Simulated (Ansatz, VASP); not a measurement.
# GeSb4Te7 in VASP and in Ansatz

```
Ge Sb Te
1.0
     4.33973    0.00000    0.00000
    -2.16987    3.75832    0.00000
     0.00000    0.00000   23.83497
Ge Sb Te
1 4 7
Direct
  0.00000 0.00000 0.50000
  0.66667 0.33333 0.91793
  0.33333 0.66667 0.34742
  0.33333 0.66667 0.08207
  0.66667 0.33333 0.65258
  0.33333 0.66667 0.84734
  0.66667 0.33333 0.15266
  0.00000 0.00000 0.72295
  0.66667 0.33333 0.43048
  0.33333 0.66667 0.56952
  0.00000 0.00000 0.00000
  0.00000 0.00000 0.27705
```

Alike in both runs: task single point; functional PBEsol; k mesh 12 × 12 × 2; occupations gaussian, width 0.1 eV; no spin polarisation.

```csv
,VASP,Ansatz
version,VASP 6.6.1,Ansatz 0.2.0
potentials or method,"VASP PAW PBE potentials, release 64 (Ge_d, Sb, Te), cutoff 520 eV","scalar-relativistic, plane waves, PAW"
valence electrons in the cell,76,186
```

Ansatz gave:

| Property | Result |
| --- | --- |
| gap on the k mesh at the Fermi level (eV) | 0.18 |
| least direct gap on the mesh (eV) | 0.18 |
| pressure (GPa) | -1.9 |
| traceless stress, the component that is largest in VASP (GPa) | 0.54 |
| rms of the force components (eV/Å) | 0.001 |

**Question.** What did VASP give for the same quantities?

**Answer.** gap on the k mesh at the Fermi level (eV): 0.17; least direct gap on the mesh (eV): 0.17; pressure (GPa): -1.8; traceless stress, the component that is largest in VASP (GPa): 0.55; rms of the force components (eV/Å): 0.013.

VASP's potentials were made for PBE, not for PBEsol. Atom by atom the forces differ by 0.013 eV/Å (rms over components). VASP's potentials hold 76 valence electrons a cell and Ansatz's 186, so a difference there can come from the potentials and not from the codes.

Spin-orbit coupling is off throughout.
